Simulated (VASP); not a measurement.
Input of a VASP 6.6.1 run:

Contents of POSCAR:

```
ZrB2
1.0
    3.1674277261      0.0000000000      0.0000000000
   -1.5837138631      2.7430728755      0.0000000000
    0.0000000000      0.0000000000      3.5512185814
Zr B
1 2
Direct
    0.0000000000      0.0000000000      0.0000000000
    0.3333333333      0.6666666667      0.5000000000
    0.6666666667      0.3333333333      0.5000000000
```

The input INCAR.step1:

```
PREC = Accurate
ENCUT = 520
ISMEAR = 0
SIGMA = 0.1
LREAL = False
LASPH = True
NELM = 80
NBANDS = 16
GGA = PE
ALGO = Normal
EDIFF = 1E-4
LWAVE = True
LCHARG = False
```

The input INCAR.step2:

```
PREC = Accurate
ENCUT = 520
EDIFF = 1E-6
ISMEAR = 0
SIGMA = 0.1
LREAL = False
LASPH = True
NELM = 80
ALGO = Normal
ISIF = 2
LWAVE = False
LCHARG = True
METAGGA = R2SCAN
LMIXTAU = True
LELF = True
LVHAR = True
NBANDS = 16
ISTART = 1
```

The input KPOINTS:

```
regular mesh
0
Gamma
  18 18 12
```

Potentials or basis: VASP PAW PBE potentials, release 64 (Zr_sv, B).

Command:

```sh
$ cat potpaw_PBE.64/Zr_sv/POTCAR potpaw_PBE.64/B/POTCAR > POTCAR
$ cp INCAR.step1 INCAR
$ mpirun -np 1 vasp_std > vasp.out
$ cp INCAR.step2 INCAR
$ mpirun -np 1 vasp_std > vasp.out
```

Q: Estimate the pressure.

A: 0.1 GPa.

Q: Estimate the band gap on the k mesh.

A: Zero (bands 9 and 10 overlap by 1.45 eV).

Caveat: the PAW data sets were made with another functional, which shifts forces and pressure a little.
